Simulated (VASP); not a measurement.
# Ta2SiO3 (P4/mmm) in VASP: notebook

The runs below take Ta2SiO3 through single point, with PBE.

All numbers are computed with VASP 6.6.1; they aren't measurements. Logs are shortened: lines on timing, memory, paths and dates and some standing lists are left out, and cuts for length are marked.

## 1. The cell of the first run

It takes space group P4/mmm (No. 123, tetragonal). The conventional cell has a = 2.882 Å, b = 2.882 Å, c = 8.726 Å, α = 90.00°, β = 90.00°, γ = 90.00°. Within 3.3 Å of Ta (site symmetry 4mm) lie 8 O at 2.49 to 2.55 Å and 1 Si at 2.83 Å and 5 Ta at 2.88 to 3.06 Å. Within 3.3 Å of Si (site symmetry 4/mmm) lie 8 O at 2.47 Å and 2 Ta at 2.83 Å and 4 Si at 2.88 Å. Within 3.3 Å of O (site symmetry 4mm) lie 4 Si at 2.47 Å and 4 Ta at 2.49 Å and 6 O at 2.81 to 2.96 Å. Within 3.4 Å of O (site symmetry 4/mmm) lie 8 Ta at 2.55 Å and 6 O at 2.88 to 2.96 Å.

The cell was generated, and may not be a known phase.

## 2. Single point, PBE

INCAR

```
SYSTEM = Ta2SiO3
ALGO = Normal
EDIFF = 1E-6
ENCUT = 520
GGA = PE
ISIF = 2
ISMEAR = 0
LASPH = .TRUE.
LCHARG = .FALSE.
LREAL = .FALSE.
LWAVE = .FALSE.
NBANDS = 31
NELM = 60
PREC = Accurate
SIGMA = 0.1
```

KPOINTS

```
k-points
0
G
  6 6 2
  0 0 0
```

POSCAR

```
Ta2SiO3
1.0
    2.8819765200      0.0000000000      0.0000000000
    0.0000000000      2.8819765200      0.0000000000
    0.0000000000      0.0000000000      8.7255738400
Ta Si O
2 1 3
Direct
    0.5000000000      0.5000000000      0.3248246900
    0.5000000000      0.5000000000      0.6751753100
    0.5000000000      0.5000000000      0.0000000000
    0.0000000000      0.0000000000      0.8390681100
    0.0000000000      0.0000000000      0.1609318900
    0.0000000000      0.0000000000      0.5000000000
```

Potentials or basis: VASP PAW PBE potentials, release 64 (Ta_pv, Si, O).

Launch:

```sh
> cat potpaw_PBE.64/Ta_pv/POTCAR potpaw_PBE.64/Si/POTCAR potpaw_PBE.64/O/POTCAR > POTCAR
> mpirun -np 1 vasp_std > vasp.out
```

OUTCAR:

```text
SYSTEM = Ta2SiO3
   EDIFF = 1E-6
   ENCUT = 520
   GGA = PE
   ISIF = 2
   ISMEAR = 0
   LASPH = .TRUE.
   LREAL = .FALSE.
   NELM = 60
   PREC = Accurate

 ion  position               nearest neighbor table
   1  0.500  0.500  0.325-   5 2.49   5 2.49   5 2.49   5 2.49   6 2.55   6 2.55   6 2.55   6 2.55
                             3 2.83   2 3.06
   2  0.500  0.500  0.675-   4 2.49   4 2.49   4 2.49   4 2.49   6 2.55   6 2.55   6 2.55   6 2.55
                             3 2.83   1 3.06
   3  0.500  0.500  0.000-   4 2.47   5 2.47   4 2.47   5 2.47   4 2.47   5 2.47   4 2.47   5 2.47
                             1 2.83   2 2.83
   4  0.000  0.000  0.839-   3 2.47   3 2.47   3 2.47   3 2.47   2 2.49   2 2.49   2 2.49   2 2.49

   5  0.000  0.000  0.161-   3 2.47   3 2.47   3 2.47   3 2.47   1 2.49   1 2.49   1 2.49   1 2.49

   6  0.000  0.000  0.500-   1 2.55   2 2.55   1 2.55   2 2.55   1 2.55   2 2.55   1 2.55   2 2.55

  LATTYP: Found a simple tetragonal cell.
 ALAT       =     2.8819765200
 C/A-ratio  =     3.0276352980

  Lattice vectors:

 A1 = (   2.8819765200,   0.0000000000,   0.0000000000)
 A2 = (   0.0000000000,   2.8819765200,   0.0000000000)
 A3 = (   0.0000000000,   0.0000000000,   8.7255738400)

Analysis of symmetry for initial positions (statically):
=====================================================================
 Subroutine PRICEL returns:
 Original cell was already a primitive cell.

 Routine SETGRP: Setting up the symmetry group for a
 simple tetragonal supercell.

 Subroutine GETGRP returns: Found 16 space group operations
 (whereof 16 operations were pure point group operations)
 out of a pool of 16 trial point group operations.

The static configuration has the point symmetry D_4h.

Analysis of symmetry for dynamics (positions and initial velocities):
=====================================================================
 Subroutine PRICEL returns:
 Original cell was already a primitive cell.

 Routine SETGRP: Setting up the symmetry group for a
 simple tetragonal supercell.

 Subroutine GETGRP returns: Found 16 space group operations
 (whereof 16 operations were pure point group operations)
 out of a pool of 16 trial point group operations.

The dynamic configuration has the point symmetry D_4h.

 Subroutine INISYM returns: Found 16 space group operations
 (whereof 16 operations are pure point group operations),
 and found     1 'primitive' translations

----------------------------------------------------------------------------------------

[... 99 lines left out ...]
   IBRION =     -1    ionic relax: 0-MD 1-quasi-New 2-CG
   NFREE  =      0    steps in history (QN), initial steepest desc. (CG)
   ISIF   =      2    stress and relaxation
   ISYM   =      2    0-nonsym 1-usesym 2-fastsym
   POTIM  = 0.5000    time-step for ionic-motion
   TEBEG  =    0.0;   TEEND  =   0.0 temperature during run
   PSTRESS=    0.0 pullay stress
   NELECT =      44.0000    total number of electrons
   NUPDOWN=      -1.0000    fix difference up-down
   EMIN   =  10.00;   EMAX   =-10.00  energy-range for DOS
   EFERMI =   0.00;   METHOD = LEGACY
   ISMEAR =     0;   SIGMA  =   0.10  broadening in eV -4-tet -1-fermi 0-gaus
   EFERMI_NEDOS =   21; number of points for ismear=-14 and -15
   IALGO  =     38    algorithm
   IMIX   =      4    mixing-type and parameters
     AMIX     =   0.40;   BMIX     =  1.00
     AMIX_MAG =   1.60;   BMIX_MAG =  1.00
  volume/ion in A,a.u.               =      12.08        81.51
  Fermi-wavevector in a.u.,A,eV,Ry     =   1.386226  2.619588 26.145269  1.921623
  Thomas-Fermi vector in A             =   2.510562
   LORBIT       =      0    0 simple, 1 ext, 2 COOP (PROOUT), +10 PAW based schemes
   GGA     = PE    functional components
   LHFCALC =     F    Hartree Fock is set to
   AEXX    =    0.0000 exact exchange contribution
   IVDW    =     0    specifies the selected vdW correction
   LEPSILON=     F    determine dielectric tensor
   LRPA    =     F    only Hartree local field effects (RPA)
 non-spin polarized calculation
 Gauss-broadening in eV      SIGMA  =   0.10
  energy-cutoff  :      520.00
  volume of cell :       72.47
 maximum number of plane-waves:      1978
 NGX is ok and might be reduce to    24
   NGX = 11   NGY = 11   NGZ = 33

 number of electron      44.0000002 magnetization

 Free energy of the ion-electron system (eV)
  ---------------------------------------------------
  ext. energy  EPLUGINS =         0.00000000
  ---------------------------------------------------
  free energy    TOTEN  =       -46.83476762 eV

  energy without entropy =      -46.81415336  energy(sigma->0) =      -46.82446049

 E-fermi :   7.7493     XC(G=0): -12.1745

 val. band max:        7.7492127905   @ k =   0.5000   0.5000   0.0000
 cond. band min:       7.7652042306   @ k =   0.3333   0.1667   0.0000
 fundamental gap:      0.0159914402
 Fermi energy:         7.7493374823

 k-point     1 :       0.0000    0.0000    0.0000
  band No.  band energies     occupation
      1     -28.4161      2.00000
      2     -28.1792      2.00000
      3     -27.9254      2.00000
      4     -27.9254      2.00000
      5     -27.9061      2.00000
      6     -27.9061      2.00000
[... 669 lines left out ...]
     30      11.0187      0.00000
     31      13.1122      0.00000

------------------------ aborting loop because EDIFF is reached ----------------------------------------

  FORCE on cell =-STRESS in cart. coord.  units (eV):
  Direction    XX          YY          ZZ          XY          YZ          ZX
  --------------------------------------------------------------------------------------
  -------------------------------------------------------------------------------------
  Total       -4.9517400     -4.9517400     -7.2793471      0.0000000     -0.0000000      0.0000000
  in kB     -109.4696029   -109.4696029   -160.9267120      0.0000000     -0.0000000      0.0000000
  external PRESSURE =    -126.6219726 kB  Pullay stress =       0.0000000 kB

 VOLUME and BASIS-vectors are now :
 -----------------------------------------------------------------------------
  energy-cutoff  :      520.00
  volume of cell :       72.47
      direct lattice vectors                 reciprocal lattice vectors
     2.881976520  0.000000000  0.000000000     0.346984090  0.000000000  0.000000000
     0.000000000  2.881976520  0.000000000     0.000000000  0.346984090  0.000000000
     0.000000000  0.000000000  8.725573840     0.000000000  0.000000000  0.114605643

 POSITION                                       TOTAL-FORCE (eV/Angst)
 -----------------------------------------------------------------------------------
      1.44099      1.44099      2.83428        -0.000000      0.000000     -1.147738
      1.44099      1.44099      5.89129         0.000000     -0.000000      1.147738
      1.44099      1.44099      0.00000         0.000000     -0.000000     -0.000000
      0.00000      0.00000      7.32135         0.000000     -0.000000     -3.086728
      0.00000      0.00000      1.40422         0.000000     -0.000000      3.086728
      0.00000      0.00000      4.36279         0.000000     -0.000000     -0.000000
 -----------------------------------------------------------------------------------
    total drift:                                0.000000     -0.000000      0.000000

  FREE ENERGIE OF THE ION-ELECTRON SYSTEM (eV)
  ---------------------------------------------------
  free  energy   TOTEN  =       -46.8347676156 eV

  energy  without entropy=      -46.8141533605  energy(sigma->0) =      -46.82446049
```

stdout:

```text
POSCAR found type information on POSCAR TaSiO
 POSCAR found :  3 types and       6 ions
 scaLAPACK will be used
 LDA part: xc-table for (Slater+PW92), standard interpolation
 POSCAR, INCAR and KPOINTS ok, starting setup
 FFT: planning ... GRIDC
 FFT: planning ... GRID_SOFT
 FFT: planning ... GRID
 WAVECAR not read
 entering main loop
```

It took 78 s on 1 thread of Intel Xeon Platinum 8259CL at 2.50GHz (Skylake/Cascade Lake), shared host; peak memory 0.21 GiB.

Results:

- Free energy: -46.8348 eV
- Pressure: -12.7 GPa
- Largest force: 3.087 eV/Å
- Band gap on the k mesh: zero (bands 22 and 23 overlap by 1.67 eV)

Forces on the atoms (eV/Å):
```
Ta   0.000  0.000 -1.148
Ta   0.000  0.000  1.148
Si   0.000  0.000  0.000
O    0.000  0.000 -3.087
O    0.000  0.000  3.087
O    0.000  0.000  0.000
```

Caveat: the k points lie up to 0.36 Å⁻¹ apart, too coarse for converged energies and pressures of a metal; spin-orbit coupling is left out, which moves the levels of the heavy elements; forces of over 1 eV/Å act on the atoms, so gaps and moduli don't describe the material at rest.

## 3. Single point, PBE

This run uses another cell than the first one, of 15.37 Å³/atom.

INCAR

```
SYSTEM = Ta2SiO3
ALGO     = Normal         ! electronic algorithm
EDIFF    = 1E-6           ! SCF threshold, eV
ENCUT    = 520            ! plane-wave cutoff, eV
GGA      = PE             ! functional
ISIF     = 2              ! what is computed and relaxed
ISMEAR   = 0              ! smearing method
LASPH    = .TRUE.         ! aspherical terms in the spheres
LCHARG   = .FALSE.        ! write CHGCAR
LREAL    = .FALSE.        ! projectors in reciprocal space
LWAVE    = .FALSE.        ! write WAVECAR
NBANDS   = 31             ! bands
NELM     = 60             ! most SCF steps
PREC     = Accurate       ! precision mode
SIGMA    = 0.1            ! smearing width, eV
```

KPOINTS is that of step 2.

POSCAR

```
Ta2SiO3
1.0
    2.7196641949      0.0000000000      0.0000000000
    0.0000000000      2.7196641949      0.0000000000
    0.0000000000      0.0000000000     12.4682957362
Ta Si O
2 1 3
Direct
    0.5000000000      0.5000000000      0.3848827452
    0.5000000000      0.5000000000      0.6151172548
    0.5000000000      0.5000000000      0.0000000000
    0.0000000000      0.0000000000      0.6963970722
    0.0000000000      0.0000000000      0.3036029278
    0.0000000000      0.0000000000      0.5000000000
```

Potentials or basis: VASP PAW PBE potentials, release 64 (Ta_pv, Si, O).

Launch:

```sh
> cat potpaw_PBE.64/Ta_pv/POTCAR potpaw_PBE.64/Si/POTCAR potpaw_PBE.64/O/POTCAR > POTCAR
> mpirun -np 1 vasp_std > vasp.out
```

Wall time 78 s (1 thread of Intel Xeon Platinum 8259CL at 2.50GHz (Skylake/Cascade Lake), shared host); peak memory 0.21 GiB.

The run converged. Its results:

| Item | Value |
| --- | --- |
| Free energy | -51.0688 eV |
| Pressure | 0.6 GPa |
| Largest force | 0.054 eV/Å |
| Band gap on the k mesh | zero (bands 22 and 23 overlap by 2.18 eV) |

Forces in eV/Å, atoms in the order of the input:
```
Ta   0.000  0.000  0.021
Ta   0.000  0.000 -0.021
Si   0.000  0.000  0.000
O    0.000  0.000  0.054
O    0.000  0.000 -0.054
O    0.000  0.000  0.000
```

Stress tensor (GPa, compression positive):
```
0.60 0.00 0.00
0.00 0.60 0.00
0.00 0.00 0.50
```

Levels at points of the mesh, in eV from the Fermi level:
```tsv
k point	band 18	band 19	band 20	band 21	band 22	band 23	band 24	band 25	band 26	band 27
(0.00, 0.00, 0.00)	-4.34	-4.24	-4.24	-4.14	-1.82	-0.79	1.84	2.48	4.15	4.34
(0.50, 0.00, 0.00)	-4.15	-3.76	-3.61	-2.21	-1.58	0.03	1.29	2.06	2.62	3.23
(0.50, 0.50, 0.00)	-3.24	-1.51	-1.21	-0.83	-0.83	2.46	2.46	3.31	3.47	3.97
(0.00, 0.00, 0.50)	-4.28	-4.24	-4.24	-4.14	-1.93	-0.77	2.07	2.43	3.86	4.15
(0.50, 0.00, 0.50)	-4.15	-3.86	-3.54	-2.22	-1.56	0.03	1.29	2.06	2.63	3.23
(0.50, 0.50, 0.50)	-3.24	-1.50	-1.22	-0.83	-0.83	2.46	2.46	3.40	3.49	3.93
```

Caveat: the k points lie up to 0.39 Å⁻¹ apart, too coarse for converged energies and pressures of a metal; spin-orbit coupling is left out, which moves the levels of the heavy elements.

The gap in the log of VASP goes by the Fermi energy; the results here count the filled bands.